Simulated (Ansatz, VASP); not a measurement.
Cu in VASP and in Ansatz

```
CELL_PARAMETERS angstrom
-1.44396 1.44396 1.44396
1.44396 -1.44396 1.44396
1.44396 1.44396 -1.44396
ATOMIC_POSITIONS crystal
Cu 0.00000 0.00000 0.00000
```

Alike in both runs: functional PBE; k mesh 8 × 8 × 8; occupations gaussian, width 0.1 eV; no spin polarisation.

Ansatz relaxed the structure, and its values are those at the end. VASP's run is a single point on that final structure, the one shown.

|  | VASP | Ansatz |
| --- | --- | --- |
| version | VASP 6.6.1 | Ansatz 0.2.0 |
| potentials or method | VASP PAW PBE potentials, release 64 (Cu), cutoff 600 eV | scalar-relativistic, plane waves, PAW |
| valence electrons in the cell | 11 | 19 |

VASP gave:

| Quantity | Value |
| --- | --- |
| gap on the k mesh at the Fermi level (eV) | none |
| pressure (GPa) | 0.3 |

Task: What did Ansatz give for the same quantities?

Result: gap on the k mesh at the Fermi level (eV): none; pressure (GPa): -0.4.

A gap of «none» marks a metal or a gap that the smearing closes. VASP's potentials hold 11 valence electrons a cell and Ansatz's 19, so a difference there can come from the potentials and not from the codes.

The k mesh is coarse, so the values compare programs but aren't converged.
